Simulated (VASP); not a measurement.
Here is a VASP 6.6.1 calculation.

INCAR

```
SYSTEM = BaSiGe
ALGO     = Normal         ! electronic algorithm
DIPOL    = 0.5 0.5 0.287
EDIFF    = 1E-7           ! SCF threshold, eV
ENCUT    = 520            ! plane-wave cutoff, eV
GGA      = PE             ! functional
IDIPOL   = 3            
ISIF     = 2              ! what is computed and relaxed
ISMEAR   = 0              ! smearing method
IVDW     = 12             ! dispersion correction
LASPH    = .TRUE.         ! aspherical terms in the spheres
LCHARG   = .FALSE.        ! write CHGCAR
LDIPOL   = .TRUE.       
LREAL    = .FALSE.        ! projectors in reciprocal space
LWAVE    = .FALSE.        ! write WAVECAR
NBANDS   = 37             ! bands
NELM     = 100            ! most SCF steps
PREC     = Accurate       ! precision mode
SIGMA    = 0.1            ! smearing width, eV
```

File KPOINTS:

```
k-points
0
G
  8 8 1
  0 0 0
```

The input POSCAR:

```
BaSiGe
1.0
    4.6356851121      0.0000000000      0.0000000000
    0.0000000000      4.6356851121      0.0000000000
    0.0000000000      0.0000000000     40.0490317200
Ba Si Ge
2 2 2
Direct
    0.0000000000      0.0000000000      0.2160170416
    0.5000000000      0.5000000000      0.3582789903
    0.5000000000      0.5000000000      0.2179556516
    0.0000000000      0.0000000000      0.3563403803
    0.5000000000      0.5000000000      0.2749308274
    0.0000000000      0.0000000000      0.2993652046
```

Potentials or basis: VASP PAW PBE potentials, release 64 (Ba_sv, Si, Ge_d).

Run with:

```console
$ cat potpaw_PBE.64/Ba_sv/POTCAR potpaw_PBE.64/Si/POTCAR potpaw_PBE.64/Ge_d/POTCAR > POTCAR
$ mpirun -np 1 vasp_std > vasp.out
```

(1) Predict the band gap on the k mesh.

(2) Predict the dispersion energy per atom.

(3) Estimate the largest force.

## Answers

(1) zero (band 28 reaches -1.06 eV, above the bottom of band 29 at -1.36 eV).

(2) -0.201 eV.

(3) 0.186 eV/Å.

Caveat: spin-orbit coupling is left out, which moves the levels of the heavy elements.
